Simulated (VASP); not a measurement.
Wanted: the native input for a VASP 6.6.1 run.

* Task: single point
* Functional: PBE
* Potentials or basis: VASP PAW PBE potentials, release 64 (Nd_3, As, Pb_d), 4f in core
* Cutoff: 500 eV
* k mesh: 6 × 6 × 8
* Occupations: gaussian, width 0.1 eV
* Spin: no spin polarisation
* Dipole correction: no
* Further INCAR settings: ALGO = Normal; EDIFF = 1e-06; NBANDS = 36

The structure of NdAs3Pb2 lies in POSCAR:

```
NdAs3Pb2
1.0
    5.8053927913      0.0000000000      0.0000000000
   -2.9026963957      5.0276176362      0.0000000000
    0.0000000000      0.0000000000      5.7745195394
Nd As Pb
1 3 2
Direct
    0.0000000000      0.0000000000      0.1702071670
    0.0000000000      0.5000000000     -0.0046740111
    0.5000000000      0.0000000000     -0.0046740111
    0.5000000000      0.5000000000     -0.0046740111
    0.6666666667      0.3333333333      0.5069048882
    0.3333333333      0.6666666667      0.5069048882
```

The cell was generated, and may not be a known phase.

One way to write it, as run:

INCAR

```
ALGO = Normal
EDIFF = 1E-6
ENCUT = 500
GGA = PE
GGA_COMPAT = False
ISIF = 2
ISMEAR = 0
LASPH = True
LCHARG = False
LMAXMIX = 6
LREAL = False
LWAVE = False
NBANDS = 36
NELM = 200
PREC = Accurate
SIGMA = 0.1
```

KPOINTS

```
k-points
0
Gamma
  6 6 8
```

Potentials or basis: VASP PAW PBE potentials, release 64 (Nd_3, As, Pb_d), 4f in core.

Command:

```bash
$ cat potpaw_PBE.64/Nd_3/POTCAR potpaw_PBE.64/As/POTCAR potpaw_PBE.64/Pb_d/POTCAR > POTCAR
$ mpirun -np 1 vasp_std > vasp.out
```

Results of the run:

| Property | Result |
| --- | --- |
| Pressure | 0.1 GPa |
| Largest force | 0.026 eV/Å |
| Band gap on the k mesh | zero (bands 27 and 28 overlap by 1.21 eV) |

Caveat: spin-orbit coupling is left out, which moves the levels of the heavy elements; the 4f electrons are frozen in the core, so they carry no moment and show no levels.

Wall time 120 s on 1 thread of Intel(R) Xeon(R) 6975P-C (Granite Rapids) (shared host), peak memory 0.37 GiB.
